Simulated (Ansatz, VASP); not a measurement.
**Be2Se: VASP beside Ansatz**

```
Be Se
1.0
     0.00000    2.76605    2.76605
     2.76605    0.00000    2.76605
     2.76605    2.76605    0.00000
Be Se
2 1
Direct
  0.75000 0.75000 0.75000
  0.50000 0.50000 0.50000
  0.00000 0.00000 0.00000
```

Change from the starting cell: species swapped into the Cu2Se type (F-43m, No. 216).

Alike in both runs: functional PBE; k mesh 6 × 6 × 6; occupations gaussian, width 0.2 eV; no spin polarisation.

Ansatz relaxed the structure, and its values are those at the end. VASP's run is a single point on that final structure, the one shown.

```csv
,VASP,Ansatz
version,VASP 6.6.1,Ansatz 0.2.0
potentials or method,"VASP PAW PBE potentials, release 64 (Be, Se), cutoff 600 eV","scalar-relativistic, plane waves, PAW"
valence electrons in the cell,10,20
```

|  | VASP | Ansatz | Ansatz less VASP |
| --- | --- | --- | --- |
| gap on the k mesh at the Fermi level (eV) | 0.07 | 0.07 | +0.002 |
| least direct gap on the mesh (eV) | 0.08 | 0.08 | 0.000 |
| pressure (GPa) | 0.2 | 0.1 | -0.07 |

VASP's potentials hold 10 valence electrons a cell and Ansatz's 20, so a difference there can come from the potentials and not from the codes.
